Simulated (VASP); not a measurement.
# KF (Fm-3m) in VASP: single point with PBE

Aim: the single point of KF with PBE.

Everything below comes from runs of VASP 6.6.1. Logs are shortened: lines on timing, memory, paths and dates and some standing lists are left out, and cuts for length are marked.

## (1) The cell of the first run

It takes space group Fm-3m (No. 225, cubic). Conventional cell: a = 5.421 Å, b = 5.421 Å, c = 5.421 Å, α = 90.00°, β = 90.00°, γ = 90.00°. Within 3.6 Å of K (site symmetry m-3m) lie 6 F at 2.71 Å. Within 3.6 Å of F (site symmetry m-3m) lie 6 K at 2.71 Å.

## (2) Single point, PBE

File INCAR:

```
SYSTEM = KF
PREC = Accurate ; ENCUT = 600
EDIFF = 1E-6 ; ISMEAR = 0
SIGMA = 0.02 ; LREAL = .False.
LASPH = .True. ; NELM = 120
ALGO = Normal ; ISIF = 2
LWAVE = .False. ; LCHARG = .False.
GGA = PE ; NBANDS = 15
GGA_COMPAT = .False.
```

File KPOINTS:

```
regular mesh
0
Gamma
  8 8 8
  0 0 0
```

File POSCAR:

```
KF
1.0
    0.0000000000      2.7103322691      2.7103322691
    2.7103322691      0.0000000000      2.7103322691
    2.7103322691      2.7103322691      0.0000000000
K F
1 1
Direct
    0.0000000000      0.0000000000      0.0000000000
    0.5000000000      0.5000000000      0.5000000000
```

Potentials or basis: VASP PAW PBE potentials, release 64 (K_sv, F).

Launch:

```
$ cat potpaw_PBE.64/K_sv/POTCAR potpaw_PBE.64/F/POTCAR > POTCAR
$ mpirun -np 1 vasp_std > vasp.out
```

OUTCAR:

```text
SYSTEM = KF
   PREC = Accurate
   ENCUT = 600
   EDIFF = 1E-6
   ISMEAR = 0
   LREAL = .False.
   LASPH = .True.
   NELM = 120
   ISIF = 2
   GGA = PE

 ion  position               nearest neighbor table
   1  0.000  0.000  0.000-   2 2.71   2 2.71   2 2.71   2 2.71   2 2.71   2 2.71
   2  0.500  0.500  0.500-   1 2.71   1 2.71   1 2.71   1 2.71   1 2.71   1 2.71

  LATTYP: Found a face centered cubic cell.
 ALAT       =     5.4206645382

  Lattice vectors:

 A1 = (   0.0000000000,   2.7103322691,   2.7103322691)
 A2 = (   2.7103322691,   0.0000000000,   2.7103322691)
 A3 = (   2.7103322691,   2.7103322691,   0.0000000000)

Analysis of symmetry for initial positions (statically):
=====================================================================
 Subroutine PRICEL returns:
 Original cell was already a primitive cell.

 Routine SETGRP: Setting up the symmetry group for a
 face centered cubic supercell.

 Subroutine GETGRP returns: Found 48 space group operations
 (whereof 48 operations were pure point group operations)
 out of a pool of 48 trial point group operations.

The static configuration has the point symmetry O_h .

Analysis of symmetry for dynamics (positions and initial velocities):
=====================================================================
 Subroutine PRICEL returns:
 Original cell was already a primitive cell.

 Routine SETGRP: Setting up the symmetry group for a
 face centered cubic supercell.

 Subroutine GETGRP returns: Found 48 space group operations
 (whereof 48 operations were pure point group operations)
 out of a pool of 48 trial point group operations.

The dynamic configuration has the point symmetry O_h .

 Subroutine INISYM returns: Found 48 space group operations
 (whereof 48 operations are pure point group operations),
 and found     1 'primitive' translations

----------------------------------------------------------------------------------------

                                     Primitive cell

  volume of cell :      39.8197

  direct lattice vectors                    reciprocal lattice vectors
     0.000000000  2.710332269  2.710332269    -0.184479226  0.184479226  0.184479226
     2.710332269  0.000000000  2.710332269     0.184479226 -0.184479226  0.184479226
     2.710332269  2.710332269  0.000000000     0.184479226  0.184479226 -0.184479226

  length of vectors
     3.832988653  3.832988653  3.832988653     0.319527393  0.319527393  0.319527393

  position of ions in fractional coordinates (direct lattice)
     0.000000000  0.000000000  0.000000000
     0.500000000  0.500000000  0.500000000

  ion indices of the primitive-cell ions
   primitive index   ion index
                 1           1
                 2           2

----------------------------------------------------------------------------------------

 KPOINTS: regular mesh

Automatic generation of k-mesh.
 Grid dimensions read from file:
 generate k-points for:    8    8    8

 Generating k-lattice:

  Cartesian coordinates                     Fractional coordinates (reciprocal lattice)
    -0.023059903  0.023059903  0.023059903     0.125000000  0.000000000  0.000000000
     0.023059903 -0.023059903  0.023059903     0.000000000  0.125000000  0.000000000
     0.023059903  0.023059903 -0.023059903     0.000000000  0.000000000  0.125000000

  Length of vectors
     0.039940924  0.039940924  0.039940924

  Shift w.r.t. Gamma in fractional coordinates (k-lattice)
     0.000000000  0.000000000  0.000000000

 Subroutine IBZKPT returns following result:
 ===========================================

 Found     29 irreducible k-points:

 Following reciprocal coordinates:
            Coordinates               Weight
  0.000000  0.000000  0.000000      1.000000
  0.125000  0.000000  0.000000      8.000000
  0.250000  0.000000  0.000000      8.000000
  0.375000  0.000000  0.000000      8.000000
  0.500000  0.000000  0.000000      4.000000
  0.125000  0.125000  0.000000      6.000000
[... 16 lines left out ...]
  0.500000  0.250000  0.125000     48.000000
 -0.375000  0.250000  0.125000     24.000000
 [... further k-points ...]
   k-points           NKPTS =     29   k-points in BZ     NKDIM =     29   number of bands    NBANDS=     15
   number of dos      NEDOS =    301   number of ions     NIONS =      2
   total plane-waves  NPLWV =  32768
   dimension x,y,z NGX =    32 NGY =   32 NGZ =   32
   dimension x,y,z NGXF=    64 NGYF=   64 NGZF=   64
   ions per type =               1   1
   NGX,Y,Z   is equivalent  to a cutoff of  13.88, 13.88, 13.88 a.u.
   NGXF,Y,Z  is equivalent  to a cutoff of  27.76, 27.76, 27.76 a.u.
 SYSTEM =  KF
   PREC   = accura    normal or accurate (medium, high low for compatibility)
   ISTART =      0    job   : 0-new  1-cont  2-samecut
   ICHARG =      2    charge: 1-file 2-atom 10-const
   ISPIN  =      1    spin polarized calculation?
   LNONCOLLINEAR =      F non collinear calculations
   LSORBIT =      F    spin-orbit coupling
   LASPH  =      T    aspherical Exc in radial PAW
   ENCUT  =  600.0 eV  44.10 Ry    6.64 a.u.   7.66  7.66  7.66*2*pi/ulx,y,z
   NELM   =    120;   NELMIN=  2; NELMDL= -5     # of ELM steps
   EDIFF  = 0.1E-05   stopping-criterion for ELM
   LREAL  =      F    real-space projection
   EDIFFG = 0.1E-04   stopping-criterion for IOM
   NSW    =      0    number of steps for IOM
   IBRION =     -1    ionic relax: 0-MD 1-quasi-New 2-CG
   NFREE  =      0    steps in history (QN), initial steepest desc. (CG)
   ISIF   =      2    stress and relaxation
   ISYM   =      2    0-nonsym 1-usesym 2-fastsym
   POTIM  = 0.5000    time-step for ionic-motion
   TEBEG  =    0.0;   TEEND  =   0.0 temperature during run
   PSTRESS=    0.0 pullay stress
   NELECT =      16.0000    total number of electrons
   NUPDOWN=      -1.0000    fix difference up-down
   EMIN   =  10.00;   EMAX   =-10.00  energy-range for DOS
   EFERMI =   0.00;   METHOD = LEGACY
   ISMEAR =     0;   SIGMA  =   0.02  broadening in eV -4-tet -1-fermi 0-gaus
   EFERMI_NEDOS =   21; number of points for ismear=-14 and -15
   IALGO  =     38    algorithm
   IMIX   =      4    mixing-type and parameters
     AMIX     =   0.40;   BMIX     =  1.00
     AMIX_MAG =   1.60;   BMIX_MAG =  1.00
  volume/ion in A,a.u.               =      19.91       134.36
  Fermi-wavevector in a.u.,A,eV,Ry     =   1.208043  2.282870 19.855896  1.459367
  Thomas-Fermi vector in A             =   2.343662
   LORBIT       =      0    0 simple, 1 ext, 2 COOP (PROOUT), +10 PAW based schemes
   GGA     = PE    functional components
   LHFCALC =     F    Hartree Fock is set to
   AEXX    =    0.0000 exact exchange contribution
   IVDW    =     0    specifies the selected vdW correction
   LEPSILON=     F    determine dielectric tensor
   LRPA    =     F    only Hartree local field effects (RPA)
 non-spin polarized calculation
 Gauss-broadening in eV      SIGMA  =   0.02
  energy-cutoff  :      600.00
  volume of cell :       39.82
 maximum number of plane-waves:      1363
   NGX = 15   NGY = 15   NGZ = 15

 number of electron      15.9999994 magnetization

 Free energy of the ion-electron system (eV)
  ---------------------------------------------------
  ext. energy  EPLUGINS =         0.00000000
  ---------------------------------------------------
  free energy    TOTEN  =        -8.30111455 eV

  energy without entropy =       -8.30111455  energy(sigma->0) =       -8.30111455

 E-fermi :  -2.8315     XC(G=0):  -8.2110

 val. band max:       -2.9168090539   @ k =   0.0000   0.0000   0.0000
 cond. band min:       3.0314198057   @ k =   0.0000   0.0000   0.0000
 fundamental gap:      5.9482288596
 Fermi energy:        -2.8314826034

 k-point     1 :       0.0000    0.0000    0.0000
  band No.  band energies     occupation
      1     -29.1744      2.00000
      2     -21.5508      2.00000
      3     -12.4543      2.00000
      4     -12.4543      2.00000
      5     -12.4543      2.00000
      6      -2.9168      2.00000
      7      -2.9168      2.00000
      8      -2.9168      2.00000
      9       3.0314      0.00000
     10       7.6429      0.00000
     11       7.6429      0.00000
     12       7.6429      0.00000
     13       9.2587      0.00000
     14       9.2587      0.00000
     15      13.7389      0.00000

 k-point     2 :       0.1250    0.0000    0.0000
  band No.  band energies     occupation
      1     -29.1632      2.00000
      2     -21.5605      2.00000
      3     -12.4916      2.00000
      4     -12.4594      2.00000
      5     -12.4594      2.00000
      6      -3.0483      2.00000
      7      -2.9640      2.00000
      8      -2.9640      2.00000
      9       3.4486      0.00000
     10       7.3967      0.00000
     11       7.8432      0.00000
     12       7.8432      0.00000
     13       9.3899      0.00000
     14       9.3899      0.00000
     15      14.4559      0.00000

 k-point     3 :       0.2500    0.0000    0.0000
  band No.  band energies     occupation
      1     -29.1360      2.00000
      2     -21.5842      2.00000
      3     -12.5807      2.00000
      4     -12.4716      2.00000
      5     -12.4716      2.00000
      6      -3.3280      2.00000
      7      -3.0761      2.00000
      8      -3.0761      2.00000
      9       4.4984      0.00000
     10       7.0401      0.00000
     11       8.3355      0.00000
     12       8.3355      0.00000
     13       9.8060      0.00000
     14       9.8060      0.00000
     15      15.3205      0.00000
[... 343 lines left out ...]
 k-point    23 :       0.5000    0.2500    0.1250
  band No.  band energies     occupation
      1     -29.0961      2.00000
      2     -21.5947      2.00000
      3     -12.7005      2.00000
      4     -12.6286      2.00000
      5     -12.5133      2.00000
      6      -3.4500      2.00000
      7      -3.1891      2.00000
      8      -3.0741      2.00000
      9       6.0785      0.00000
     10       6.5700      0.00000
     11       8.6103      0.00000
     12       9.4400      0.00000
     13      10.3229      0.00000
     14      11.2491      0.00000
     15      12.8391      0.00000

 k-point    24 :      -0.3750    0.2500    0.1250
  band No.  band energies     occupation
      1     -29.0874      2.00000
      2     -21.5984      2.00000
      3     -12.7391      2.00000
      4     -12.6427      2.00000
      5     -12.5208      2.00000
      6      -3.4563      2.00000
      7      -3.1755      2.00000
      8      -3.1605      2.00000
      9       6.3102      0.00000
     10       6.9651      0.00000
     11       8.5203      0.00000
     12       9.5764      0.00000
     13      10.7753      0.00000
     14      11.7621      0.00000
     15      11.9204      0.00000

 [... further k-points ...]
[... 5 lines left out ...]
  --------------------------------------------------------------------------------------
  -------------------------------------------------------------------------------------
  Total       -0.0047797     -0.0047797     -0.0047797      0.0000000     -0.0000000     -0.0000000
  in kB       -0.1923158     -0.1923158     -0.1923158      0.0000000     -0.0000000     -0.0000000
  external PRESSURE =      -0.1923158 kB  Pullay stress =       0.0000000 kB

 VOLUME and BASIS-vectors are now :
 -----------------------------------------------------------------------------
  energy-cutoff  :      600.00
  volume of cell :       39.82
      direct lattice vectors                 reciprocal lattice vectors
     0.000000000  2.710332269  2.710332269    -0.184479226  0.184479226  0.184479226
     2.710332269  0.000000000  2.710332269     0.184479226 -0.184479226  0.184479226
     2.710332269  2.710332269  0.000000000     0.184479226  0.184479226 -0.184479226

 POSITION                                       TOTAL-FORCE (eV/Angst)
 -----------------------------------------------------------------------------------
      0.00000      0.00000      0.00000         0.000000      0.000000     -0.000000
      2.71033      2.71033      2.71033         0.000000     -0.000000      0.000000
 -----------------------------------------------------------------------------------
    total drift:                                0.000000     -0.000000      0.000000

  FREE ENERGIE OF THE ION-ELECTRON SYSTEM (eV)
  ---------------------------------------------------
  free  energy   TOTEN  =        -8.3011145472 eV

  energy  without entropy=       -8.3011145472  energy(sigma->0) =       -8.30111455
```

Wall time 33 s (1 thread of Intel Xeon 8259CL, shared host); peak memory 0.18 GiB.

What came out:

| Item | Value |
| --- | --- |
| Free energy | -8.3011 eV |
| Pressure | 0.0 GPa |
| Band gap on the k mesh | 5.95 eV, direct |

Levels at points of the mesh, in eV from the valence-band top:
```csv
k point,band 4,band 5,band 6,band 7,band 8,band 9,band 10,band 11,band 12,band 13
"(0.00, 0.00, 0.00)",-9.54,-9.54,0.00,0.00,0.00,5.95,10.56,10.56,10.56,12.18
"(0.50, 0.00, 0.00)",-9.57,-9.57,-0.75,-0.31,-0.31,8.89,10.29,11.87,11.87,14.02
"(0.50, 0.50, 0.00)",-9.72,-9.72,-0.23,-0.06,-0.06,8.16,10.07,11.47,13.38,13.96
```
